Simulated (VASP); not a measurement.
# AlN in VASP: further runs

Runs on AlN. Level: PBE. Tasks: single point.

Program: VASP 6.6.1. These are calculated values, not measurements. Logs are shortened: lines on timing, memory, paths and dates and some standing lists are left out, and cuts for length are marked.

### 1 The cell of the first run

The cell holds an amorphous packing of atoms, 14 atoms: a = 5.226 Å, b = 5.611 Å, c = 5.505 Å, α = 86.11°, β = 90.29°, γ = 88.41°.

### 2 Single point, PBE

The input, INCAR:

```
PREC = Accurate ; ENCUT = 520
EDIFF = 1E-6 ; ISMEAR = -1
SIGMA = 0.2361 ; LREAL = F
LASPH = T ; NELM = 60
ALGO = Normal ; ISIF = 2
LWAVE = F ; LCHARG = T
GGA = PE ; LELF = T
LVHAR = T ; ISYM = 0
NBANDS = 41
```

The input, KPOINTS:

```
regular mesh
0
Gamma
  1 1 1
```

The input, POSCAR:

```
AlN
1.0
    5.2253880000      0.0754520000     -0.0146810000
    0.0754520000      5.6076760000      0.1886370000
   -0.0146810000      0.1886370000      5.5019230000
Al N
7 7
Direct
    0.5389223830     -0.2281069871      0.2311439723
   -0.0285421534      0.5961691749      0.6580839841
    0.8637017652      0.0604954149      0.8502376954
    0.1863574930      0.1368176757      0.3109716436
    0.0446120935      0.5874216087      0.1671298381
    0.3884516302      0.2802372906      0.7801206481
    0.7097315043      0.2105668717      0.3130697876
    0.1438074702      0.8641435834      0.7253041863
    0.3622071173      0.4941077984      0.3296877383
    0.8897304544      0.8300206579      0.3096218406
    0.2973165997      1.0365749611      0.5906441283
    0.4893906658      0.0620186007      0.0477174511
    0.0687651939      0.3750438488     -0.1100996151
    0.7147061774      0.3381856586      0.6141180590
```

Potentials or basis: VASP PAW PBE potentials, release 64 (Al, N).

Launch:

```bash
cat potpaw_PBE.64/Al/POTCAR potpaw_PBE.64/N/POTCAR > POTCAR
mpirun -np 1 vasp_gam > vasp.out
```

OUTCAR:

```text
PREC = Accurate
   ENCUT = 520
   EDIFF = 1E-6
   ISMEAR = -1
   LREAL = F
   LASPH = T
   NELM = 60
   ISIF = 2
   GGA = PE
   ISYM = 0

 ion  position               nearest neighbor table
   1  0.539  0.772  0.231-  12 1.87   9 1.88  10 1.92   7 2.71   4 2.78   5 2.84   5 2.84   3 3.10
                             7 3.25   2 3.33
   2  0.971  0.596  0.658-  13 1.78   8 1.83  14 2.03  10 2.28   5 2.74   6 2.82   5 2.82   3 2.92
                             3 3.18   7 3.29   1 3.33
   3  0.864  0.060  0.850-   8 1.96  14 2.09  13 2.11  12 2.24   6 2.76   7 2.85   2 2.92   6 3.05
                             4 3.10   1 3.10   7 3.11   2 3.18   5 3.19
   4  0.186  0.137  0.311-  11 1.70  12 2.20   9 2.24  10 2.35   7 2.51   5 2.68   1 2.78   7 2.78
                             6 2.96   3 3.10   6 3.17   5 3.34
   5  0.045  0.587  0.167-  10 1.79   9 1.92  13 2.00   4 2.68   2 2.74   2 2.82   1 2.84   1 2.84
                             7 2.86   3 3.19   6 3.33   4 3.34
   6  0.388  0.280  0.780-  11 1.85  13 1.86  12 1.91  14 1.96   3 2.76   2 2.82   4 2.96   3 3.05
                             7 3.12   4 3.17   5 3.33
   7  0.710  0.211  0.313-  14 1.85  12 2.09  10 2.31   9 2.39   4 2.51   1 2.71   4 2.78   3 2.85
                             5 2.86   3 3.11   6 3.12   1 3.25   2 3.29
   8  0.144  0.864  0.725-  11 1.44   2 1.83   3 1.96
   9  0.362  0.494  0.330-   1 1.88   5 1.92   4 2.24   7 2.39
  10  0.890  0.830  0.310-   5 1.79   1 1.92   2 2.28   7 2.31   4 2.35
  11  0.297  0.037  0.591-   8 1.44   4 1.70   6 1.85
  12  0.489  0.062  0.048-   1 1.87   6 1.91   7 2.09   4 2.20   3 2.24
  13  0.069  0.375  0.890-   2 1.78   6 1.86   5 2.00   3 2.11
  14  0.715  0.338  0.614-   7 1.85   6 1.96   2 2.03   3 2.09

IMPORTANT INFORMATION: All symmetrisations will be switched off!
NOSYMM: (Re-)initialisation of all symmetry stuff for point group C_1.

----------------------------------------------------------------------------------------

                                     Primitive cell

  volume of cell :     161.0000

  direct lattice vectors                    reciprocal lattice vectors
     5.225388000  0.075452000 -0.014681000     0.191412514 -0.002595655  0.000599747
     0.075452000  5.607676000  0.188637000    -0.002595655  0.178568100 -0.006129249
    -0.014681000  0.188637000  5.501923000     0.000599747 -0.006129249  0.181966379

  length of vectors
     5.225953338  5.611355188  5.505175397     0.191431052  0.178692114  0.182070565

  position of ions in fractional coordinates (direct lattice)
     0.538922383  0.771893013  0.231143972
     0.971457847  0.596169175  0.658083984
     0.863701765  0.060495415  0.850237695
     0.186357493  0.136817676  0.310971644
     0.044612093  0.587421609  0.167129838
     0.388451630  0.280237291  0.780120648
     0.709731504  0.210566872  0.313069788
     0.143807470  0.864143583  0.725304186
     0.362207117  0.494107798  0.329687738
     0.889730454  0.830020658  0.309621841
     0.297316600  0.036574961  0.590644128
     0.489390666  0.062018601  0.047717451
     0.068765194  0.375043849  0.889900385
     0.714706177  0.338185659  0.614118059

  ion indices of the primitive-cell ions
   primitive index   ion index
                 1           1
                 2           2
                 3           3
                 4           4
                 5           5
                 6           6
                 7           7
                 8           8
                 9           9
                10          10
                11          11
                12          12
                13          13
                14          14

----------------------------------------------------------------------------------------

 KPOINTS: regular mesh

Automatic generation of k-mesh.
 Grid dimensions read from file:
 generate k-points for:    1    1    1

 Generating k-lattice:

  Cartesian coordinates                     Fractional coordinates (reciprocal lattice)
     0.191412514 -0.002595655  0.000599747     1.000000000  0.000000000  0.000000000
    -0.002595655  0.178568100 -0.006129249     0.000000000  1.000000000  0.000000000
     0.000599747 -0.006129249  0.181966379    -0.000000000  0.000000000  1.000000000

  Length of vectors
     0.191431052  0.178692114  0.182070565

  Shift w.r.t. Gamma in fractional coordinates (k-lattice)
     0.000000000  0.000000000  0.000000000

 Subroutine IBZKPT returns following result:
 ===========================================

 Found      1 irreducible k-points:

 Following reciprocal coordinates:
            Coordinates               Weight
  0.000000  0.000000  0.000000      1.000000
   k-points           NKPTS =      1   k-points in BZ     NKDIM =      1   number of bands    NBANDS=     41
   number of dos      NEDOS =    301   number of ions     NIONS =     14
   total plane-waves  NPLWV =  70560
   dimension x,y,z NGX =    40 NGY =   42 NGZ =   42
   dimension x,y,z NGXF=    80 NGYF=   84 NGZF=   84
   ions per type =               7   7
   NGX,Y,Z   is equivalent  to a cutoff of  12.72, 12.44, 12.68 a.u.
   NGXF,Y,Z  is equivalent  to a cutoff of  25.45, 24.89, 25.37 a.u.
 SYSTEM =  unknown system
   PREC   = accura    normal or accurate (medium, high low for compatibility)
   ISTART =      0    job   : 0-new  1-cont  2-samecut
   ICHARG =      2    charge: 1-file 2-atom 10-const
   ISPIN  =      1    spin polarized calculation?
   LNONCOLLINEAR =      F non collinear calculations
   LSORBIT =      F    spin-orbit coupling
   LASPH  =      T    aspherical Exc in radial PAW
   ENCUT  =  520.0 eV  38.22 Ry    6.18 a.u.   9.72 10.43 10.24*2*pi/ulx,y,z
   NELM   =     60;   NELMIN=  2; NELMDL= -5     # of ELM steps
   EDIFF  = 0.1E-05   stopping-criterion for ELM
   LREAL  =      F    real-space projection
   EDIFFG = 0.1E-04   stopping-criterion for IOM
   NSW    =      0    number of steps for IOM
   IBRION =     -1    ionic relax: 0-MD 1-quasi-New 2-CG
   NFREE  =      0    steps in history (QN), initial steepest desc. (CG)
   ISIF   =      2    stress and relaxation
   ISYM   =      0    0-nonsym 1-usesym 2-fastsym
   POTIM  = 0.5000    time-step for ionic-motion
   TEBEG  =    0.0;   TEEND  =   0.0 temperature during run
   PSTRESS=    0.0 pullay stress
   NELECT =      56.0000    total number of electrons
   NUPDOWN=      -1.0000    fix difference up-down
   EMIN   =  10.00;   EMAX   =-10.00  energy-range for DOS
   EFERMI =   0.00;   METHOD = LEGACY
   ISMEAR =    -1;   SIGMA  =   0.24  broadening in eV -4-tet -1-fermi 0-gaus
   EFERMI_NEDOS =   21; number of points for ismear=-14 and -15
   IALGO  =     38    algorithm
   IMIX   =      4    mixing-type and parameters
     AMIX     =   0.40;   BMIX     =  1.00
     AMIX_MAG =   1.60;   BMIX_MAG =  1.00
  volume/ion in A,a.u.               =      11.50        77.61
  Fermi-wavevector in a.u.,A,eV,Ry     =   1.151319  2.175677 18.034993  1.325535
  Thomas-Fermi vector in A             =   2.287977
   LORBIT       =      0    0 simple, 1 ext, 2 COOP (PROOUT), +10 PAW based schemes
   GGA     = PE    functional components
   LHFCALC =     F    Hartree Fock is set to
   AEXX    =    0.0000 exact exchange contribution
   IVDW    =     0    specifies the selected vdW correction
   LEPSILON=     F    determine dielectric tensor
   LRPA    =     F    only Hartree local field effects (RPA)
 non-spin polarized calculation
  energy-cutoff  :      520.00
  volume of cell :      161.00
 maximum number of plane-waves:      2170
 NGX is ok and might be reduce to    40
   NGX = 19   NGY = 21   NGZ = 21

 number of electron      56.0000001 magnetization

 Free energy of the ion-electron system (eV)
  ---------------------------------------------------
  ext. energy  EPLUGINS =         0.00000000
  ---------------------------------------------------
  free energy    TOTEN  =       -90.79394212 eV

  energy without entropy =      -90.54082649  energy(sigma->0) =      -90.66738430

 E-fermi :   7.4792     XC(G=0): -10.5892

 val. band max:        6.8266110953   @ k =   0.0000   0.0000   0.0000
 cond. band min:       8.1012230198   @ k =   0.0000   0.0000   0.0000
 fundamental gap:      1.2746119245
 Fermi energy:         7.4792202581

 k-point     1 :       0.0000    0.0000    0.0000
  band No.  band energies     occupation
      1     -11.7736      2.00000
      2      -9.1146      2.00000
      3      -8.1710      2.00000
      4      -7.8030      2.00000
      5      -7.1893      2.00000
      6      -6.7635      2.00000
[... 32 lines left out ...]
     39      13.2624      0.00000
     40      13.5143      0.00000
 [bands above 40 left out]

------------------------ aborting loop because EDIFF is reached ----------------------------------------

  FORCE on cell =-STRESS in cart. coord.  units (eV):
  Direction    XX          YY          ZZ          XY          YZ          ZX
  --------------------------------------------------------------------------------------
  -------------------------------------------------------------------------------------
  Total        5.3232294    -13.2402749      8.2149795     -7.5082329      0.8606860     11.5601862
  in kB       52.9736434   -131.7594177     81.7506380    -74.7175119      8.5650403    115.0401651
  external PRESSURE =       0.9882879 kB  Pullay stress =       0.0000000 kB

 VOLUME and BASIS-vectors are now :
 -----------------------------------------------------------------------------
  energy-cutoff  :      520.00
  volume of cell :      161.00
      direct lattice vectors                 reciprocal lattice vectors
     5.225388000  0.075452000 -0.014681000     0.191412514 -0.002595655  0.000599747
     0.075452000  5.607676000  0.188637000    -0.002595655  0.178568100 -0.006129249
    -0.014681000  0.188637000  5.501923000     0.000599747 -0.006129249  0.181966379

 POSITION                                       TOTAL-FORCE (eV/Angst)
 -----------------------------------------------------------------------------------
      2.87093      4.41279      1.40943         0.750819     -1.199492      0.184288
      5.11156      3.54056      3.71893        -1.536292      0.223403     -2.251461
      4.50526      0.56479      4.67667        -0.645561      1.916235     -0.576211
      0.97955      0.83995      1.73401        -0.075132      1.809673     -4.070990
      0.27498      3.32896      1.02969         1.722114     -2.107041     -2.000599
      2.03950      1.74795      4.33932         1.506235      0.064385      0.036855
      3.71991      1.29340      1.75179        -1.847742      0.943455     -0.152566
      0.80600      4.99351      4.15147         1.203712      0.100245      1.264432
      1.92511      2.86032      1.90181        -1.429975      0.196522     -1.451009
      4.70727      4.78003      1.84703        -1.819030      1.084620     -0.818162
      1.54768      0.33895      3.25221        -0.673054     -2.806159      2.157614
      2.56123      0.39371      0.26705         1.986536      0.281330      2.006732
      0.37456      2.27618      4.96590         1.038816      0.266162      4.052245
      3.75112      2.06621      3.43213        -0.181445     -0.773338      1.618834
 -----------------------------------------------------------------------------------
    total drift:                                0.000090      0.000064     -0.000909

  FREE ENERGIE OF THE ION-ELECTRON SYSTEM (eV)
  ---------------------------------------------------
  free  energy   TOTEN  =       -90.7939421168 eV

  energy  without entropy=      -90.5408264915  energy(sigma->0) =      -90.66738430
```

Wall time 38 s (1 thread of Intel Xeon 8259CL, shared host); peak memory 0.23 GiB.

Results:

```
Free energy            : -90.7939 eV
Pressure               : 0.1 GPa
Largest force          : 4.456 eV/Å
Band gap on the k mesh : 1.27 eV
```

Forces on the atoms (eV/Å):
```
Al   0.751 -1.199  0.184
Al  -1.536  0.223 -2.251
Al  -0.646  1.916 -0.576
Al  -0.075  1.810 -4.071
Al   1.722 -2.107 -2.001
Al   1.506  0.064  0.037
Al  -1.848  0.943 -0.153
N    1.204  0.100  1.264
N   -1.430  0.197 -1.451
N   -1.819  1.085 -0.818
N   -0.673 -2.806  2.158
N    1.987  0.281  2.007
N    1.039  0.266  4.052
N   -0.181 -0.773  1.619
```

Stress tensor (GPa, compression positive):
```
  5.30  -7.47  11.50
 -7.47 -13.18   0.86
 11.50   0.86   8.18
```

Caveat: the k points lie up to 1.20 Å⁻¹ apart.

### 3 Single point, PBE

The input, INCAR:

```
ALGO = Normal
EDIFF = 1E-6
ENCUT = 520
GGA = PE
ISIF = 2
ISMEAR = -1
ISYM = 0
LASPH = T
LCHARG = F
LREAL = F
LWAVE = F
NBANDS = 41
NELM = 100
PREC = Accurate
SIGMA = 0.131
```

The input, KPOINTS:

```
k-points
0
Gamma
  1 1 1
```

The input, POSCAR:

```
AlN
1.0
    5.2253880000      0.0754520000     -0.0146810000
    0.0754520000      5.6076760000      0.1886370000
   -0.0146810000      0.1886370000      5.5019230000
Al N
7 7
Direct
    0.5451203206      0.7065064897      0.1302029575
    1.0479178552      0.5329611006      0.5579569723
    0.9376168092      0.1352049563      0.8113962146
    0.3275473344      0.2199584521      0.1988430990
    0.0353488347      0.6430065997      0.0597718507
    0.4537271821      0.2376243914      0.7620603590
    0.8297048717      0.1011841379      0.3629470687
    0.0937402091      0.8545977208      0.7671187782
    0.2574755943      0.5343290081      0.3063873809
    0.8351890523      0.7859562747      0.2682940086
    0.3648589463     -0.0883364633      0.6945982377
    0.6824350566      0.1994120327      0.0474076685
    0.1674537326      0.3655402705      0.8881867246
    0.7454092027      0.3290891036      0.5461299570
```

Potentials or basis: VASP PAW PBE potentials, release 64 (Al, N).

Launch:

```bash
cat potpaw_PBE.64/Al/POTCAR potpaw_PBE.64/N/POTCAR > POTCAR
mpirun -np 1 vasp_gam > vasp.out
```

OUTCAR:

```text
EDIFF = 1E-6
   ENCUT = 520
   GGA = PE
   ISIF = 2
   ISMEAR = -1
   ISYM = 0
   LASPH = T
   LREAL = F
   NELM = 100
   PREC = Accurate

 ion  position               nearest neighbor table
   1  0.545  0.707  0.130-  10 1.77   9 2.03   5 2.61   5 2.73   4 2.99   7 3.05   4 3.12
   2  0.048  0.533  0.558-   9 1.77  14 1.98  13 2.07   8 2.22  10 2.32   3 2.63   5 2.77   6 2.83
                             5 2.87   7 2.97   4 3.08
[... 225 lines left out ...]
 -----------------------------------------------------------------------------
  energy-cutoff  :      520.00
  volume of cell :      161.00
      direct lattice vectors                 reciprocal lattice vectors
     5.225388000  0.075452000 -0.014681000     0.191412514 -0.002595655  0.000599747
     0.075452000  5.607676000  0.188637000    -0.002595655  0.178568100 -0.006129249
    -0.014681000  0.188637000  5.501923000     0.000599747 -0.006129249  0.181966379

 POSITION                                       TOTAL-FORCE (eV/Angst)
 -----------------------------------------------------------------------------------
      2.89986      4.02755      0.84164        -2.460040      0.366794      0.473329
      0.28241      3.09754      3.16967        -2.097931      2.844226      0.512265
      4.89770      0.98199      4.47598        -1.273087      1.156159      1.743849
      1.72524      1.29568      1.13070         0.475944     -0.060415      1.006424
      0.23235      3.61971      0.44964         1.457677     -0.085659     -1.526697
      2.37764      1.51051      4.23096         2.604817     -1.063685     -1.260573
      4.33784      0.69848      2.00381         0.271507     -2.804792     -4.278977
      0.54305      4.94409      4.38046        -0.091056     -2.294285     -0.493948
      1.38123      3.07357      1.78273         3.127319     -0.270895     -1.098575
      4.41955      4.52101      1.61213        -0.368851      1.014976      1.892228
      1.96512      5.27087      3.98824         0.579223      0.699501      0.167628
      3.58034      1.17867      0.28843        -2.466630     -0.186075      0.811842
      0.88955      2.23001      4.95323        -0.731060      0.106606     -0.987129
      3.91187      2.00469      3.05590         0.972169      0.577544      3.038333
 -----------------------------------------------------------------------------------
    total drift:                               -0.000577     -0.000287     -0.000452

  FREE ENERGIE OF THE ION-ELECTRON SYSTEM (eV)
  ---------------------------------------------------
  free  energy   TOTEN  =       -91.4941880133 eV

  energy  without entropy=      -91.4932041938  energy(sigma->0) =      -91.49369610
```

OSZICAR:

```text
N       E                     dE             d eps       ncg     rms          rms(c)
DAV:   1     0.377684183987E+03    0.37768E+03   -0.29153E+04    82   0.127E+03
DAV:   2    -0.698979104640E+02   -0.44758E+03   -0.43193E+03   116   0.279E+02
DAV:   3    -0.106139153640E+03   -0.36241E+02   -0.35895E+02    99   0.862E+01
DAV:   4    -0.106832865352E+03   -0.69371E+00   -0.69301E+00   100   0.133E+01
DAV:   5    -0.106843656088E+03   -0.10791E-01   -0.10785E-01   108   0.164E+00    0.218E+01
DAV:   6    -0.917651043109E+02    0.15079E+02   -0.60810E+01    99   0.318E+01    0.844E+00
DAV:   7    -0.916334841723E+02    0.13162E+00   -0.26604E+00    92   0.787E+00    0.519E+00
DAV:   8    -0.915117866973E+02    0.12170E+00   -0.40004E-01    99   0.339E+00    0.207E+00
DAV:   9    -0.914936580540E+02    0.18129E-01   -0.11630E-01   108   0.196E+00    0.487E-01
DAV:  10    -0.914936715213E+02   -0.13467E-04   -0.21361E-02   100   0.793E-01    0.366E-01
DAV:  11    -0.914939524299E+02   -0.28091E-03   -0.40926E-03    92   0.339E-01    0.175E-01
DAV:  12    -0.914941621358E+02   -0.20971E-03   -0.95154E-04   108   0.175E-01    0.492E-02
DAV:  13    -0.914941857401E+02   -0.23604E-04   -0.15543E-04   100   0.659E-02    0.236E-02
DAV:  14    -0.914941861223E+02   -0.38221E-06   -0.24642E-05   108   0.291E-02    0.122E-02
DAV:  15    -0.914941878830E+02   -0.17607E-05   -0.76438E-06    92   0.150E-02    0.379E-03
DAV:  16    -0.914941880133E+02   -0.13036E-06   -0.92163E-07    68   0.509E-03
   1 F= -.91494188E+02 E0= -.91493696E+02  d E =-.983820E-03
```

stdout:

```text
POSCAR found type information on POSCAR AlN
 POSCAR found :  2 types and      14 ions
 scaLAPACK will be used
 LDA part: xc-table for (Slater+PW92), standard interpolation
 POSCAR, INCAR and KPOINTS ok, starting setup
 FFT: planning ... GRIDC
 FFT: planning ... GRID_SOFT
 FFT: planning ... GRID
 WAVECAR not read
 entering main loop
```

It took 35 s on 1 thread of Intel Xeon 8259CL, shared host; peak memory 0.23 GiB.

Results:

```yaml
Free_energy: -91.4942 eV
Pressure: 3.0 GPa
Largest_force: 5.123 eV/Å
Band_gap_on_the_k_mesh: 2.24 eV
```

Forces on the atoms (eV/Å):
```
Al  -2.460  0.367  0.473
Al  -2.098  2.844  0.512
Al  -1.273  1.156  1.744
Al   0.476 -0.060  1.006
Al   1.458 -0.086 -1.527
Al   2.605 -1.064 -1.261
Al   0.272 -2.805 -4.279
N   -0.091 -2.294 -0.494
N    3.127 -0.271 -1.099
N   -0.369  1.015  1.892
N    0.579  0.700  0.168
N   -2.467 -0.186  0.812
N   -0.731  0.107 -0.987
N    0.972  0.578  3.038
```

Caveat: the k points lie up to 1.20 Å⁻¹ apart.

(Part 1 of 2 ends here.)
